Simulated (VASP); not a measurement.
Crystal: HPbNO4.

```xyz
7
Lattice="4.1992 0.1112 0.1682 1.9160 3.8913 0.1257 1.7609 1.2526 6.3727" Properties=species:S:1:pos:R:3 pbc="T T T"
H     6.1559    3.5396    4.2374
Pb    3.9410    4.7367    5.7714
N     2.1622    1.5295    2.0021
O     6.1170    3.6060    5.2180
O     2.2525    1.0554    0.8130
O     2.1821    0.7481    2.9790
O     2.0545    2.7723    2.1460
```

Base run:

| Item | Value |
| --- | --- |
| Program | VASP 6.6.1 |
| Functional | PBE |
| Potentials or basis | VASP PAW PBE potentials, release 64 (H, Pb_d, N, O) |
| Cutoff | 520 eV |
| k mesh | 8 × 8 × 5 |
| Occupations | fermi-dirac, width 0.05 eV |
| Spin | no spin polarisation |

Its results: band gap on the k mesh 2.77 eV, direct; pressure 0.6 GPa; largest force 0.424 eV/Å.

After a change of settings the same cell gave: band gap on the k mesh 2.95 eV, indirect (least direct gap 2.96 eV); pressure 0.6 GPa; largest force 0.424 eV/Å. Which change was it?
A. k mesh from 8 × 8 × 5 to 10 × 10 × 6
B. k mesh from 8 × 8 × 5 to 7 × 6 × 4
C. k mesh from 8 × 8 × 5 to 4 × 4 × 3
D. functional from PBE to r2SCAN0; k mesh from 8 × 8 × 5 to 3 × 3 × 2

C.

Caveats: some runs use coarse meshes; the standard files for N, O and F lose accuracy on very short bonds; spin-orbit coupling is left out, which moves the levels of the heavy elements.
